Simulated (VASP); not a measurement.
# Se in VASP: single point with RPBE

Aim: the single point of Se with RPBE.

Everything below comes from runs of VASP 6.6.1. Logs are shortened: lines on timing, memory, paths and dates and some standing lists are left out, and cuts for length are marked.

### Step 1. The cell of the first run

The cell holds a atom, 1 atom: a = 14.000 Å, b = 14.400 Å, c = 14.800 Å, α = 90.00°, β = 90.00°, γ = 90.00°.

### Step 2. Single point, RPBE, collinear spin, ferromagnetic start

File INCAR:

```
SYSTEM = Se
PREC = Accurate
ENCUT = 520
EDIFF = 1E-6
ISMEAR = -1
SIGMA = 0.01
LREAL = .FALSE.
LASPH = .TRUE.
NELM = 150
ALGO = Normal
ISIF = 2
LWAVE = .FALSE.
LCHARG = .FALSE.
ISPIN = 2
MAGMOM = 0.01
LORBIT = 11
GGA = RP
ISYM = 0
NBANDS = 13
```

File KPOINTS:

```
regular mesh
0
G
  1 1 1
  0 0 0
```

File POSCAR:

```
Se
1.0
   14.0000000000      0.0000000000      0.0000000000
    0.0000000000     14.4000000000      0.0000000000
    0.0000000000      0.0000000000     14.8000000000
Se
1
Direct
    0.5000000000      0.5000000000      0.5000000000
```

Potentials or basis: VASP PAW PBE potentials, release 64 (Se).

Command:

```console
$ cat potpaw_PBE.64/Se/POTCAR > POTCAR
$ mpirun -np 1 vasp_gam > vasp.out
```

OUTCAR:

```text
SYSTEM = Se
   PREC = Accurate
   ENCUT = 520
   EDIFF = 1E-6
   ISMEAR = -1
   LREAL = .FALSE.
   LASPH = .TRUE.
   NELM = 150
   ISIF = 2
   ISPIN = 2
   LORBIT = 11
   GGA = RP
   ISYM = 0

 ion  position               nearest neighbor table
   1  0.500  0.500  0.500-

IMPORTANT INFORMATION: All symmetrisations will be switched off!
NOSYMM: (Re-)initialisation of all symmetry stuff for point group C_1.

----------------------------------------------------------------------------------------

                                     Primitive cell

  volume of cell :    2983.6800

  direct lattice vectors                    reciprocal lattice vectors
    14.000000000  0.000000000  0.000000000     0.071428571  0.000000000  0.000000000
     0.000000000 14.400000000  0.000000000     0.000000000  0.069444444  0.000000000
     0.000000000  0.000000000 14.800000000     0.000000000  0.000000000  0.067567568

  length of vectors
    14.000000000 14.400000000 14.800000000     0.071428571  0.069444444  0.067567568

  position of ions in fractional coordinates (direct lattice)
     0.500000000  0.500000000  0.500000000

  ion indices of the primitive-cell ions
   primitive index   ion index
                 1           1

----------------------------------------------------------------------------------------

 KPOINTS: regular mesh

Automatic generation of k-mesh.
 Grid dimensions read from file:
 generate k-points for:    1    1    1

 Generating k-lattice:

  Cartesian coordinates                     Fractional coordinates (reciprocal lattice)
     0.071428571  0.000000000  0.000000000     1.000000000  0.000000000  0.000000000
     0.000000000  0.069444444  0.000000000     0.000000000  1.000000000  0.000000000
     0.000000000  0.000000000  0.067567568     0.000000000  0.000000000  1.000000000

  Length of vectors
     0.071428571  0.069444444  0.067567568

  Shift w.r.t. Gamma in fractional coordinates (k-lattice)
     0.000000000  0.000000000  0.000000000

 Subroutine IBZKPT returns following result:
 ===========================================

 Found      1 irreducible k-points:

 Following reciprocal coordinates:
            Coordinates               Weight
  0.000000  0.000000  0.000000      1.000000
   k-points           NKPTS =      1   k-points in BZ     NKDIM =      1   number of bands    NBANDS=     13
   number of dos      NEDOS =    301   number of ions     NIONS =      1
   total plane-waves  NPLWV = ******
   dimension x,y,z NGX =   108 NGY =  108 NGZ =  112
   dimension x,y,z NGXF=   216 NGYF=  216 NGZF=  224
   ions per type =               1
   NGX,Y,Z   is equivalent  to a cutoff of  12.82, 12.47, 12.58 a.u.
   NGXF,Y,Z  is equivalent  to a cutoff of  25.65, 24.94, 25.16 a.u.
 SYSTEM =  Se
   PREC   = accura    normal or accurate (medium, high low for compatibility)
   ISTART =      0    job   : 0-new  1-cont  2-samecut
   ICHARG =      2    charge: 1-file 2-atom 10-const
   ISPIN  =      2    spin polarized calculation?
   LNONCOLLINEAR =      F non collinear calculations
   LSORBIT =      F    spin-orbit coupling
   LASPH  =      T    aspherical Exc in radial PAW
   ENCUT  =  520.0 eV  38.22 Ry    6.18 a.u.  26.03 26.77 27.52*2*pi/ulx,y,z
   NELM   =    150;   NELMIN=  2; NELMDL= -5     # of ELM steps
   EDIFF  = 0.1E-05   stopping-criterion for ELM
   LREAL  =      F    real-space projection
   EDIFFG = 0.1E-04   stopping-criterion for IOM
   NSW    =      0    number of steps for IOM
   IBRION =     -1    ionic relax: 0-MD 1-quasi-New 2-CG
   NFREE  =      0    steps in history (QN), initial steepest desc. (CG)
   ISIF   =      2    stress and relaxation
   ISYM   =      0    0-nonsym 1-usesym 2-fastsym
   POTIM  = 0.5000    time-step for ionic-motion
   TEBEG  =    0.0;   TEEND  =   0.0 temperature during run
   PSTRESS=    0.0 pullay stress
   NELECT =       6.0000    total number of electrons
   NUPDOWN=      -1.0000    fix difference up-down
   EMIN   =  10.00;   EMAX   =-10.00  energy-range for DOS
   EFERMI =   0.00;   METHOD = LEGACY
   ISMEAR =    -1;   SIGMA  =   0.01  broadening in eV -4-tet -1-fermi 0-gaus
   EFERMI_NEDOS =   21; number of points for ismear=-14 and -15
   IALGO  =     38    algorithm
   IMIX   =      4    mixing-type and parameters
     AMIX     =   0.40;   BMIX     =  1.00
     AMIX_MAG =   1.60;   BMIX_MAG =  1.00
  volume/ion in A,a.u.               =    2983.68     20134.87
  Fermi-wavevector in a.u.,A,eV,Ry     =   0.206637  0.390487  0.580952  0.042699
  Thomas-Fermi vector in A             =   0.969299
   LORBIT       =     11    0 simple, 1 ext, 2 COOP (PROOUT), +10 PAW based schemes
   GGA     = RP    functional components
   LHFCALC =     F    Hartree Fock is set to
   AEXX    =    0.0000 exact exchange contribution
   IVDW    =     0    specifies the selected vdW correction
   LEPSILON=     F    determine dielectric tensor
   LRPA    =     F    only Hartree local field effects (RPA)
 spin polarized calculation
  energy-cutoff  :      520.00
  volume of cell :     2983.68
 maximum number of plane-waves:     40220
 NGX is ok and might be reduce to   108
   NGX = 53   NGY = 53   NGZ = 55

 number of electron       5.9999999 magnetization      -0.0000426

 number of electron       5.9999999 magnetization       0.0001325

 Free energy of the ion-electron system (eV)
  ---------------------------------------------------
  ext. energy  EPLUGINS =         0.00000000
  ---------------------------------------------------
  free energy    TOTEN  =        -0.05261648 eV

  energy without entropy =       -0.01442571  energy(sigma->0) =       -0.03352109

 E-fermi :  -6.3998     XC(G=0):  -0.2941

 val. band max:       -6.4067173739   @ k =   0.0000   0.0000   0.0000
 cond. band min:      -0.5177876631   @ k =   0.0000   0.0000   0.0000
 fundamental gap:      5.8889297108
 Fermi energy:        -6.3998346132

 spin component 1

 k-point     1 :       0.0000    0.0000    0.0000
  band No.  band energies     occupation
      1     -17.1594      1.00000
      2      -6.4068      0.66755
      3      -6.4068      0.66748
      4      -6.4068      0.66734
      5      -0.5178      0.00000
      6       0.3358      0.00000
      7       0.4789      0.00000
      8       0.5058      0.00000
      9       0.5351      0.00000
     10       0.6679      0.00000
     11       0.6991      0.00000
     12       1.1957      0.00000
     13       1.2073      0.00000
 Fermi energy:        -6.3998346132

 spin component 2

 k-point     1 :       0.0000    0.0000    0.0000
  band No.  band energies     occupation
      1     -17.1594      1.00000
      2      -6.4067      0.66614
      3      -6.4067      0.66591
      4      -6.4067      0.66558
      5      -0.5145      0.00000
      6       0.3069      0.00000
      7       0.4824      0.00000
      8       0.5091      0.00000
      9       0.5385      0.00000
     10       0.6691      0.00000
     11       0.7009      0.00000
     12       1.1484      0.00000
     13       1.1716      0.00000

------------------------ aborting loop because EDIFF is reached ----------------------------------------

  FORCE on cell =-STRESS in cart. coord.  units (eV):
  Direction    XX          YY          ZZ          XY          YZ          ZX
  --------------------------------------------------------------------------------------
  -------------------------------------------------------------------------------------
  Total       -0.0014801     -0.0002582     -0.0005629      0.0009631     -0.0004487     -0.0006035
  in kB       -0.0007948     -0.0001386     -0.0003023      0.0005172     -0.0002409     -0.0003241
  external PRESSURE =      -0.0004119 kB  Pullay stress =       0.0000000 kB

 VOLUME and BASIS-vectors are now :
 -----------------------------------------------------------------------------
  energy-cutoff  :      520.00
  volume of cell :     2983.68
      direct lattice vectors                 reciprocal lattice vectors
    14.000000000  0.000000000  0.000000000     0.071428571  0.000000000  0.000000000
     0.000000000 14.400000000  0.000000000     0.000000000  0.069444444  0.000000000
     0.000000000  0.000000000 14.800000000     0.000000000  0.000000000  0.067567568

 POSITION                                       TOTAL-FORCE (eV/Angst)
 -----------------------------------------------------------------------------------
      7.00000      7.20000      7.40000        -0.000000     -0.000001     -0.000000
 -----------------------------------------------------------------------------------
    total drift:                               -0.000000     -0.000001     -0.000000

  FREE ENERGIE OF THE ION-ELECTRON SYSTEM (eV)
  ---------------------------------------------------
  free  energy   TOTEN  =        -0.0526164753 eV

  energy  without entropy=       -0.0144257135  energy(sigma->0) =       -0.03352109

 total charge

# of ion       s       p       d       tot
------------------------------------------
    1        1.504   2.075   0.000   3.579

 magnetization (x)

# of ion       s       p       d       tot
------------------------------------------
    1        0.000   0.002  -0.000   0.002
```

Run time: 7.4 min. Hardware: 1 thread of Intel Xeon Platinum 8375C at 2.90GHz (Ice Lake), shared host; peak memory 2.8 GiB.

What came out:

```
Free energy                                           : -0.0526 eV
Pressure                                              : 0.0 GPa
Band gap on the k mesh                                : zero (filled and empty bands touch)
Net moment                                            : 0.00 μB per cell
Valence electrons inside the program's atomic spheres : Se 3.58
```

Caveat: the PAW data sets were made with another functional, which shifts forces and pressure a little.
